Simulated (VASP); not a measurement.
## Cu2Au: single point with PBEsol

The system is Cu2Au.

```xyz
6
Lattice="0.0000 0.0000 -4.3651 -4.0805 -2.2423 0.0000 0.0000 4.4845 0.0000" Properties=species:S:1:pos:R:3 pbc="T T T"
Cu   -2.6530    1.4058   -3.2738
Cu   -1.4275   -0.8364   -3.2738
Cu   -1.4275    0.8364   -1.0913
Cu   -2.6530    3.0787   -1.0913
Au   -4.0805   -0.8939   -3.2738
Au   -4.0805    0.8939   -1.0913
```

```
Program             : VASP 6.6.1
Task                : single point
Functional          : PBEsol
Potentials or basis : VASP PAW PBE potentials, release 64 (Cu, Au)
Cutoff              : 520 eV
k mesh              : 8 × 12 × 12
Occupations         : gaussian, width 0.1 eV
Spin                : no spin polarisation
```

```yaml
Pressure: 0.0 GPa
Largest_force: 0.016 eV/Å
Band_gap_on_the_k_mesh: zero (bands 33 and 34 overlap by 5.08 eV)
```

Forces in eV/Å, atoms in the order of the input:
```
Cu  -0.011 -0.004  0.000
Cu   0.011 -0.004  0.000
Cu   0.011  0.004  0.000
Cu  -0.011  0.004  0.000
Au   0.000  0.016  0.000
Au   0.000 -0.016  0.000
```

Levels at points of the mesh, in eV from the Fermi level:
| k point | band 31 | band 32 | band 33 | band 34 | band 35 | band 36 |
| --- | --- | --- | --- | --- | --- | --- |
| (0.00, 0.00, 0.00) | -1.55 | -1.17 | 1.93 | 2.73 | 3.10 | 3.16 |
| (0.50, 0.00, 0.00) | -1.66 | -1.66 | 3.79 | 3.79 | 4.82 | 4.82 |
| (0.00, 0.50, 0.00) | -1.49 | -1.49 | -0.19 | 2.04 | 3.45 | 3.81 |
| (0.50, 0.50, 0.00) | -1.26 | -1.26 | -1.21 | -1.21 | 1.31 | 1.31 |
| (0.00, 0.00, 0.50) | -1.61 | -1.52 | 0.20 | 1.24 | 3.73 | 4.02 |
| (0.50, 0.00, 0.50) | -1.40 | -1.40 | -1.29 | -1.29 | 0.05 | 0.05 |

Run time: 11 min on 1 thread of Intel(R) Xeon(R) 6975P-C (Granite Rapids), on a shared host, peak memory 0.63 GiB.

Caveat: the PAW data sets were made with another functional, which shifts forces and pressure a little; spin-orbit coupling is left out, which moves the levels of the heavy elements.
